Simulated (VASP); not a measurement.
# Nb (Fm-3m) in VASP: single point with LDA

Aim: the single point of Nb with LDA.

Program: VASP 6.6.1. These are calculated values, not measurements. Logs are shortened: lines on timing, memory, paths and dates and some standing lists are left out, and cuts for length are marked.

### Step 1. The cell of the first run

The structure is cubic, space group Fm-3m (No. 225). Conventional cell: a = 4.230 Å, b = 4.230 Å, c = 4.230 Å, α = 90.00°, β = 90.00°, γ = 90.00°. Within 3.9 Å of Nb (site symmetry m-3m) lie 12 Nb at 2.99 Å.

### Step 2. Single point, LDA

The input, INCAR:

```
PREC     = Accurate       # precision mode
ENCUT    = 500            # plane-wave cutoff, eV
EDIFF    = 1E-6           # SCF threshold, eV
ISMEAR   = 0              # smearing method
SIGMA    = 0.1            # smearing width, eV
LREAL    = False          # projectors in reciprocal space
LASPH    = True           # aspherical terms in the spheres
NELM     = 120            # most SCF steps
ALGO     = Normal         # electronic algorithm
ISIF     = 2              # what is computed and relaxed
LWAVE    = False          # write WAVECAR
LCHARG   = True           # write CHGCAR
GGA      = CA             # functional
LELF     = True           # ELF
LVHAR    = True         
NBANDS   = 12             # bands
GGA_COMPAT= False
```

The input, KPOINTS:

```
Automatic mesh
0
Gamma
  8 8 8
```

The input, POSCAR:

```
Nb
1.0
    0.0000000000      2.1150000000      2.1150000000
    2.1150000000      0.0000000000      2.1150000000
    2.1150000000      2.1150000000      0.0000000000
Nb
1
Direct
    0.0000000000      0.0000000000      0.0000000000
```

Potentials or basis: VASP PAW LDA potentials, release 64 (Nb_sv).

Command:

```bash
cat potpaw_LDA.64/Nb_sv/POTCAR > POTCAR
mpirun -np 1 vasp_std > vasp.out
```

OUTCAR:

```text
PREC = Accurate
   ENCUT = 500
   EDIFF = 1E-6
   ISMEAR = 0
   LREAL = False
   LASPH = True
   NELM = 120
   ISIF = 2
   GGA = CA

 ion  position               nearest neighbor table
   1  0.000  0.000  0.000-

  LATTYP: Found a face centered cubic cell.
 ALAT       =     4.2300000000

  Lattice vectors:

 A1 = (   0.0000000000,   2.1150000000,   2.1150000000)
 A2 = (   2.1150000000,   0.0000000000,   2.1150000000)
 A3 = (   2.1150000000,   2.1150000000,   0.0000000000)

Analysis of symmetry for initial positions (statically):
=====================================================================
 Subroutine PRICEL returns:
 Original cell was already a primitive cell.

 Routine SETGRP: Setting up the symmetry group for a
 face centered cubic supercell.

 Subroutine GETGRP returns: Found 48 space group operations
 (whereof 48 operations were pure point group operations)
 out of a pool of 48 trial point group operations.

The static configuration has the point symmetry O_h .

Analysis of symmetry for dynamics (positions and initial velocities):
=====================================================================
 Subroutine PRICEL returns:
 Original cell was already a primitive cell.

 Routine SETGRP: Setting up the symmetry group for a
 face centered cubic supercell.

 Subroutine GETGRP returns: Found 48 space group operations
 (whereof 48 operations were pure point group operations)
 out of a pool of 48 trial point group operations.

The dynamic configuration has the point symmetry O_h .

 Subroutine INISYM returns: Found 48 space group operations
 (whereof 48 operations are pure point group operations),
 and found     1 'primitive' translations

----------------------------------------------------------------------------------------

                                     Primitive cell

  volume of cell :      18.9217

  direct lattice vectors                    reciprocal lattice vectors
     0.000000000  2.115000000  2.115000000    -0.236406619  0.236406619  0.236406619
     2.115000000  0.000000000  2.115000000     0.236406619 -0.236406619  0.236406619
     2.115000000  2.115000000  0.000000000     0.236406619  0.236406619 -0.236406619

  length of vectors
     2.991061684  2.991061684  2.991061684     0.409468276  0.409468276  0.409468276

  position of ions in fractional coordinates (direct lattice)
     0.000000000  0.000000000  0.000000000

  ion indices of the primitive-cell ions
   primitive index   ion index
                 1           1

[... 76 lines left out ...]
   NFREE  =      0    steps in history (QN), initial steepest desc. (CG)
   ISIF   =      2    stress and relaxation
   ISYM   =      2    0-nonsym 1-usesym 2-fastsym
   POTIM  = 0.5000    time-step for ionic-motion
   TEBEG  =    0.0;   TEEND  =   0.0 temperature during run
   PSTRESS=    0.0 pullay stress
   NELECT =      13.0000    total number of electrons
   NUPDOWN=      -1.0000    fix difference up-down
   EMIN   =  10.00;   EMAX   =-10.00  energy-range for DOS
   EFERMI =   0.00;   METHOD = LEGACY
   ISMEAR =     0;   SIGMA  =   0.10  broadening in eV -4-tet -1-fermi 0-gaus
   EFERMI_NEDOS =   21; number of points for ismear=-14 and -15
   IALGO  =     38    algorithm
   IMIX   =      4    mixing-type and parameters
     AMIX     =   0.40;   BMIX     =  1.00
     AMIX_MAG =   1.60;   BMIX_MAG =  1.00
  volume/ion in A,a.u.               =      18.92       127.69
  Fermi-wavevector in a.u.,A,eV,Ry     =   1.444560  2.729823 28.392005  2.086754
  Thomas-Fermi vector in A             =   2.562841
   LORBIT       =      0    0 simple, 1 ext, 2 COOP (PROOUT), +10 PAW based schemes
   GGA     = CA    functional components
   LHFCALC =     F    Hartree Fock is set to
   AEXX    =    0.0000 exact exchange contribution
   IVDW    =     0    specifies the selected vdW correction
   LEPSILON=     F    determine dielectric tensor
   LRPA    =     F    only Hartree local field effects (RPA)
 non-spin polarized calculation
 Gauss-broadening in eV      SIGMA  =   0.10
  energy-cutoff  :      500.00
  volume of cell :       18.92
 maximum number of plane-waves:       531
 NGX is ok and might be reduce to    24
   NGX = 11   NGY = 11   NGZ = 11

 number of electron      13.0000001 magnetization

 Free energy of the ion-electron system (eV)
  ---------------------------------------------------
  ext. energy  EPLUGINS =         0.00000000
  ---------------------------------------------------
  free energy    TOTEN  =       -10.84319627 eV

  energy without entropy =      -10.83567613  energy(sigma->0) =      -10.83943620

 E-fermi :  10.6663     XC(G=0): -12.4637

 val. band max:       10.6395936898   @ k =   0.5000   0.2500   0.0000
 cond. band min:      10.6682633908   @ k =  -0.2500   0.1250   0.0000
 fundamental gap:      0.0286697010
 Fermi energy:        10.6662530153

 k-point     1 :       0.0000    0.0000    0.0000
  band No.  band energies     occupation
      1     -43.8108      2.00000
      2     -19.3700      2.00000
      3     -19.3700      2.00000
      4     -19.3700      2.00000
      5       4.4796      2.00000
      6      10.7583      0.19310
      7      10.7583      0.19310
      8      10.7583      0.19310
      9      13.3016      0.00000
     10      13.3016      0.00000
     11      22.5284      0.00000
     12      27.1923      0.00000
[... 331 lines left out ...]
 k-point    24 :      -0.3750    0.2500    0.1250
  band No.  band energies     occupation
      1     -43.5872      2.00000
      2     -20.3870      2.00000
      3     -19.8370      2.00000
      4     -19.6222      2.00000
      5       8.1074      2.00000
      6       9.0649      2.00000
      7      10.5619      1.85991
      8      11.8071      0.00000
      9      14.9272      0.00000
     10      17.9215      0.00000
     11      20.1411      0.00000
     12      24.8065      0.00000

 [... further k-points ...]
[... 5 lines left out ...]
  --------------------------------------------------------------------------------------
  -------------------------------------------------------------------------------------
  Total       -1.3109301     -1.3109301     -1.3109301      0.0000000      0.0000000      0.0000000
  in kB     -111.0015440   -111.0015440   -111.0015440      0.0000000      0.0000000      0.0000000
  external PRESSURE =    -111.0015440 kB  Pullay stress =       0.0000000 kB

 VOLUME and BASIS-vectors are now :
 -----------------------------------------------------------------------------
  energy-cutoff  :      500.00
  volume of cell :       18.92
      direct lattice vectors                 reciprocal lattice vectors
     0.000000000  2.115000000  2.115000000    -0.236406619  0.236406619  0.236406619
     2.115000000  0.000000000  2.115000000     0.236406619 -0.236406619  0.236406619
     2.115000000  2.115000000  0.000000000     0.236406619  0.236406619 -0.236406619

 POSITION                                       TOTAL-FORCE (eV/Angst)
 -----------------------------------------------------------------------------------
      0.00000      0.00000      0.00000         0.000000     -0.000000     -0.000000
 -----------------------------------------------------------------------------------
    total drift:                               -0.000000     -0.000000      0.000000

  FREE ENERGIE OF THE ION-ELECTRON SYSTEM (eV)
  ---------------------------------------------------
  free  energy   TOTEN  =       -10.8431962677 eV

  energy  without entropy=      -10.8356761328  energy(sigma->0) =      -10.83943620
```

It took 15 s on 1 thread of AMD EPYC 7R13, shared host; peak memory 0.1 GiB.

What came out:

```yaml
Free_energy: -10.8432 eV
Pressure: -11.1 GPa
```
